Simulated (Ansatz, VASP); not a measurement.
**V: VASP beside Ansatz**

```
V
1.0
    -1.49812    1.49812    1.49812
     1.49812   -1.49812    1.49812
     1.49812    1.49812   -1.49812
V
1
Cartesian
  0.0000 0.0000 0.0000
```

Alike in both runs: functional PBE; k mesh 15 × 15 × 15; occupations fermi-dirac, width 0.05 eV; collinear spin.

Ansatz relaxed the structure, and its values are those at the end. VASP's run is a single point on that final structure, the one shown.

|  | VASP | Ansatz |
| --- | --- | --- |
| version | VASP 6.6.1 | Ansatz 0.2.0 |
| potentials or method | VASP PAW PBE potentials, release 64 (V_sv) | PAW with Ansatz's default frozen-core files, scalar-relativistic |
| plane-wave cutoff (eV) | 520 | 420 |
| valence electrons in the cell | 13 | 13 |

|  | VASP | Ansatz | Ansatz less VASP |
| --- | --- | --- | --- |
| pressure (GPa) | 0.2 | 0.0 | -0.20 |
| net moment per atom (μB) | 0.00 | 0.00 | -0.002 |

Ansatz's warnings: seeded moment not kept.
